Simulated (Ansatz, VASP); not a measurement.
# CoSi2: VASP beside Ansatz

The input INCAR:

```
PREC = Accurate
ENCUT = 520
EDIFF = 1E-7
ISMEAR = 0
SIGMA = 0.15
LREAL = F
LASPH = T
NELM = 60
ALGO = Normal
ISIF = 2
LWAVE = F
LCHARG = F
GGA = PE
NBANDS = 16
```

The input KPOINTS:

```
Automatic mesh
0
Gamma
  12 12 12
```

POSCAR

```
CoSi2
1.0
    0.0000000000      2.6801763726      2.6801763726
    2.6801763726      0.0000000000      2.6801763726
    2.6801763726      2.6801763726      0.0000000000
Co Si
1 2
Direct
    0.0000000000      0.0000000000      0.0000000000
    0.2270537489      0.2270537489      0.2729462511
    0.7729462511      0.7729462511      0.7270537489
```

Input for Ansatz:

```yaml
crystal:
  lattice:
    - [0.0, 2.6801763726, 2.6801763726]
    - [2.6801763726, 0.0, 2.6801763726]
    - [2.6801763726, 2.6801763726, 0.0]
  atoms:
    - { symbol: Co, position: [0.0, 0.0, 0.0] }
    - { symbol: Si, position: [0.2270537489, 0.2270537489, 0.2729462511] }
    - { symbol: Si, position: [0.7729462511, 0.7729462511, 0.7270537489] }
basis:
  ecutwfc: 520.0
kpoints:
  mp_grid: { grid: [12, 12, 12] }
hamiltonian:
  xc: pbe
  pseudopotentials: { kind: paw, azcp: { folder: soft_1 } }
scf:
  occupations: { method: gaussian, width: 0.15 }
output:
  forces: true
  stress: true
  eigenvalues: true
```

Change from the starting cell: mode 6 frozen in at -0.123 Å, strain +e along z and -e/2 along x and y +0.0000.

Alike in both runs: task single point; functional PBE; k mesh 12 × 12 × 12; occupations gaussian, width 0.15 eV; no spin polarisation.

```csv
,VASP,Ansatz
version,VASP 6.6.1,Ansatz 0.2.0
potentials or method,"VASP PAW PBE potentials, release 64 (Co, Si), cutoff 520 eV","scalar-relativistic, plane waves, PAW"
valence electrons in the cell,17,25
```

|  | VASP | Ansatz | Ansatz less VASP |
| --- | --- | --- | --- |
| gap on the k mesh at the Fermi level (eV) | none | none | - |
| pressure (GPa) | 2.3 | 2.5 | +0.20 |
| traceless stress, the component that is largest in VASP (GPa) | 8.96 | 8.97 | +0.014 |
| rms of the force components (eV/Å) | 0.703 | 0.706 | +0.0024 |

Atom by atom the forces differ by 0.002 eV/Å (rms over components). A gap of «none» marks a metal or a gap that the smearing closes. With one functional, cell and mesh, what is left measures potentials, basis and numerics. VASP's potentials hold 17 valence electrons a cell and Ansatz's 25, so a difference there can come from the potentials and not from the codes.
